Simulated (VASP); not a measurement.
# Ti in VASP: notebook, part 3 of 3

VASP 6.6.1. Earlier steps stand in the parts before.

## (7) Single point, PBEsol (biaxial strain in the a-b plane: -2.0 %, then relaxed in part)

Contents of INCAR:

```
SYSTEM = Ti
PREC = Accurate ; ENCUT = 520
EDIFF = 1E-6 ; ISMEAR = 0
SIGMA = 0.1 ; LREAL = .FALSE.
LASPH = .TRUE. ; NELM = 100
ALGO = Fast ; ISIF = 2
LWAVE = .FALSE. ; LCHARG = .FALSE.
GGA = PS ; NBANDS = 19
```

Contents of KPOINTS:

```
regular mesh
0
G
  18 18 14
  0 0 0
```

Contents of POSCAR:

```
Ti
1.0
    1.9873627283      1.9873627283      0.0000000000
   -1.9873627283      1.9873627283      0.0000000000
    0.0000000000      0.0000000000      4.1813650253
Ti
2
Direct
    0.0000000000      0.0000000000      0.0000000000
    0.5000000000      0.5000000000      0.5000000000
```

Potentials or basis: VASP PAW PBE potentials, release 64 (Ti_sv).

Run with:

```console
$ cat potpaw_PBE.64/Ti_sv/POTCAR > POTCAR
$ mpirun -np 1 vasp_std > vasp.out
```

OUTCAR:

```text
SYSTEM = Ti
   PREC = Accurate
   ENCUT = 520
   EDIFF = 1E-6
   ISMEAR = 0
   LREAL = .FALSE.
   LASPH = .TRUE.
   NELM = 100
   ISIF = 2
   GGA = PS

 ion  position               nearest neighbor table
   1  0.000  0.000  0.000-   2 2.88   2 2.88   2 2.88   2 2.88   2 2.88   2 2.88   2 2.88   2 2.88

   2  0.500  0.500  0.500-   1 2.88   1 2.88   1 2.88   1 2.88   1 2.88   1 2.88   1 2.88   1 2.88

  LATTYP: Found a simple tetragonal cell.
 ALAT       =     2.8105553237
 C/A-ratio  =     1.4877362456

  Lattice vectors:

[... 738 lines left out ...]

  FORCE on cell =-STRESS in cart. coord.  units (eV):
  Direction    XX          YY          ZZ          XY          YZ          ZX
  --------------------------------------------------------------------------------------
  -------------------------------------------------------------------------------------
  Total        0.2276488      0.2276488     -0.1230713      0.0000000      0.0000000     -0.0000000
  in kB       11.0426559     11.0426559     -5.9698695      0.0000000      0.0000000     -0.0000000
  external PRESSURE =       5.3718141 kB  Pullay stress =       0.0000000 kB

 VOLUME and BASIS-vectors are now :
 -----------------------------------------------------------------------------
  energy-cutoff  :      520.00
  volume of cell :       33.03
      direct lattice vectors                 reciprocal lattice vectors
     1.987362728  1.987362728  0.000000000     0.251589704  0.251589704  0.000000000
    -1.987362728  1.987362728  0.000000000    -0.251589704  0.251589704  0.000000000
     0.000000000  0.000000000  4.181365025     0.000000000  0.000000000  0.239156351

 POSITION                                       TOTAL-FORCE (eV/Angst)
 -----------------------------------------------------------------------------------
      0.00000      0.00000      0.00000        -0.000000      0.000000     -0.000000
      0.00000      1.98736      2.09068         0.000000     -0.000000      0.000000
 -----------------------------------------------------------------------------------
    total drift:                               -0.000000      0.000000     -0.000000

  FREE ENERGIE OF THE ION-ELECTRON SYSTEM (eV)
  ---------------------------------------------------
  free  energy   TOTEN  =       -16.5675430122 eV

  energy  without entropy=      -16.5498978016  energy(sigma->0) =      -16.55872041
```

OSZICAR:

```text
N       E                     dE             d eps       ncg     rms          rms(c)
DAV:   1     0.254685531329E+03    0.25469E+03   -0.12690E+04 16744   0.157E+03
DAV:   2     0.616119305356E+01   -0.24852E+03   -0.24451E+03 17130   0.436E+02
DAV:   3    -0.178945291688E+02   -0.24056E+02   -0.23697E+02 30697   0.119E+02
[... 28 lines left out ...]
RMM:  32    -0.165675386366E+02   -0.17341E-05   -0.21241E-05 15644   0.164E-02    0.203E-02
RMM:  33    -0.165675402627E+02   -0.16261E-05   -0.19254E-05 16134   0.150E-02    0.206E-02
RMM:  34    -0.165675413682E+02   -0.11056E-05   -0.13842E-05 16566   0.142E-02    0.203E-02
RMM:  35    -0.165675422960E+02   -0.92774E-06   -0.11900E-05 17946   0.135E-02    0.201E-02
RMM:  36    -0.165675430122E+02   -0.71622E-06   -0.94035E-06 16807   0.123E-02
   1 F= -.16567543E+02 E0= -.16558720E+02  d E =-.176452E-01
```

Wall time 14 min (1 thread of Intel Xeon 8259CL, shared host); peak memory 0.33 GiB.

Results:

```
Free energy            : -16.5675 eV
Pressure               : 0.5 GPa
Band gap on the k mesh : zero (bands 12 and 13 overlap by 1.34 eV)
```

Levels at points of the mesh, in eV from the Fermi level:
```
           k point  band 8  band 9  band 10  band 11  band 12  band 13  band 14  band 15  band 16  band 17
(0.00, 0.00, 0.00)  -32.27   -6.21    -2.77    -1.78     0.63     1.07     1.07     2.38     2.46     2.89
(0.50, 0.00, 0.00)  -32.35   -2.01    -2.01    -0.54    -0.54    -0.05    -0.05     1.85     1.85     2.65
(0.50, 0.50, 0.00)  -32.54   -2.75    -2.75    -1.87    -1.87     3.41     3.41     3.77     3.77     3.95
(0.00, 0.00, 0.50)  -32.39   -3.96    -3.96    -0.71    -0.71     0.94     0.94     2.28     2.28     2.28
(0.50, 0.00, 0.50)  -32.35   -2.71    -2.71     0.55     0.55     0.79     0.79     1.01     1.01     3.73
(0.50, 0.50, 0.50)  -32.55   -1.76    -1.76    -0.34    -0.34    -0.34    -0.34     2.16     2.16     4.30
```

Caveat: the cell differs from its parent crystal (biaxial strain in the a-b plane: -2.0 %, then relaxed in part); the PAW data sets were made with another functional, which shifts forces and pressure a little.

## (8) Overview

```csv
task,cell,k mesh,cutoff (eV),gap on the mesh (eV),pressure (GPa)
relaxation of cell and atoms,"relaxed to 3 GPa from a = 2.841 Å, angles 60.0°, 1 atom, atomic positions A",18 × 18 × 18,600,none,3.1
relaxation of cell and atoms,"relaxed to 60 GPa from a = 2.620 Å, angles 60.0°, 1 atom, atomic positions A",20 × 20 × 20,600,none,60.0
relaxation of cell and atoms,"relaxed to -3 GPa from a = 2.895 Å, angles 60.0°, 1 atom, atomic positions A",18 × 18 × 18,600,none,-2.9
single point,"a = 2.753, b = 2.753, c = 4.153 Å, 2 atoms, atomic positions B",18 × 18 × 14,520,none,6.3
single point,"a = 2.811, b = 2.811, c = 4.105 Å, 2 atoms, atomic positions B",18 × 18 × 14,520,none,2.8
single point,"a = 2.811, b = 2.811, c = 4.181 Å, 2 atoms, atomic positions B",18 × 18 × 14,520,none,0.5
```

Alike in all rows: level PBEsol; potentials or basis VASP PAW PBE potentials, release 64 (Ti_sv); no spin polarisation; smearing gaussian 0.1 eV.

Caveats: the PAW data sets were made with another functional, which shifts forces and pressure a little; the cell is relaxed towards a set pressure, so the run minimises the enthalpy, not the energy (at least some runs); the relaxation stopped at its first step, so nothing moved (at least some runs); the cell stands under pressure (at least some runs).

Absolute energies hang on the potentials; compare differences alone.
